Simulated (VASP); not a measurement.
Input of a VASP 6.6.1 run:

File INCAR:

```
SYSTEM = TiC
  PREC = Accurate
  ENCUT = 520
  EDIFF = 1E-6
  ISMEAR = 0
  SIGMA = 0.15
  LREAL = .False.
  LASPH = .True.
  NELM = 100
  ALGO = Normal
  ISIF = 2
  LWAVE = .False.
  LCHARG = .False.
  GGA = PE
  NBANDS = 15
```

KPOINTS

```
Automatic mesh
0
Gamma
  18 18 18
  0 0 0
```

POSCAR

```
TiC
1.0
    0.0000000000      2.1640000000      2.1640000000
    2.1640000000      0.0000000000      2.1640000000
    2.1640000000      2.1640000000      0.0000000000
Ti C
1 1
Direct
    0.0000000000      0.0000000000      0.0000000000
    0.5173290203      0.4826709797      0.5173290203
```

Potentials or basis: VASP PAW PBE potentials, release 64 (Ti_sv, C).

The run is started by

```console
$ cat potpaw_PBE.64/Ti_sv/POTCAR potpaw_PBE.64/C/POTCAR > POTCAR
$ mpirun -np 1 vasp_std > vasp.out
```

Question: Predict the pressure.

Answer: 1.7 GPa.

Question: What does it give for the largest force?

Answer: 0.695 eV/Å.

Stress tensor (GPa, compression positive):
```
1.22 0.00 0.00
0.00 2.77 0.00
0.00 0.00 1.22
```

Caveat: the cell differs from its parent crystal (all C atoms moved +0.075 Å, as atom 2 along Cartesian [0 1 0]).
